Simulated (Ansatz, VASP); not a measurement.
# TaN in VASP and in Ansatz

The input INCAR:

```
SYSTEM = TaN
PREC = Accurate ; ENCUT = 600
EDIFF = 1E-6 ; ISMEAR = -1
SIGMA = 0.05 ; LREAL = .False.
LASPH = .True. ; NELM = 100
ALGO = Normal ; ISIF = 3
LWAVE = .False. ; LCHARG = .False.
GGA = PS ; IBRION = 2
NSW = 100 ; EDIFFG = -0.002
```

File KPOINTS:

```
Automatic mesh
0
Gamma
  12 12 12
  0 0 0
```

File POSCAR:

```
TaN
1.0
    0.0000000000      2.1790000000      2.1790000000
    2.1790000000      0.0000000000      2.1790000000
    2.1790000000      2.1790000000      0.0000000000
Ta N
1 1
Direct
    0.5000000000      0.5000000000      0.5000000000
    0.0000000000      0.0000000000      0.0000000000
```

Input for Ansatz:

```yaml
crystal:
  lattice:
    - [0.0, 2.179, 2.179]
    - [2.179, 0.0, 2.179]
    - [2.179, 2.179, 0.0]
  atoms:
    - { symbol: Ta, position: [0.5, 0.5, 0.5] }
    - { symbol: "N", position: [0.0, 0.0, 0.0] }
kpoints:
  mp_grid: { grid: [12, 12, 12] }
scf:
  occupations: { method: fermi_dirac, width: 0.05 }
hamiltonian:
  xc: pbesol
  pseudopotentials: { kind: paw }
relax:
  f_tol: 0.002
  max_steps: 80
  cell: {}
output:
  forces: true
  stress: true
```

Alike in both runs: task relaxation of cell and atoms; functional PBEsol; k mesh 12 × 12 × 12; occupations fermi-dirac, width 0.05 eV; no spin polarisation.

```csv
,VASP,Ansatz
version,VASP 6.6.1,Ansatz 0.2.0
potentials or method,"VASP PAW PBE potentials, release 64 (Ta_pv, N)","PAW with Ansatz's default frozen-core files, scalar-relativistic"
plane-wave cutoff (eV),600,420
valence electrons in the cell,16,18
```

Ansatz gave:

```
relaxed volume (Å³/atom)                                     : 10.47
relaxed cell length with the largest relative difference (Å) : 3.094
```

Problem. What did VASP give for the same quantities?

Solution. Relaxed volume (Å³/atom): 10.50; relaxed cell length with the largest relative difference (Å): 3.097.

VASP's potentials were made for PBE, not for PBEsol. VASP's potentials hold 16 valence electrons a cell and Ansatz's 18, so a difference there can come from the potentials and not from the codes.

Spin-orbit coupling is off throughout.
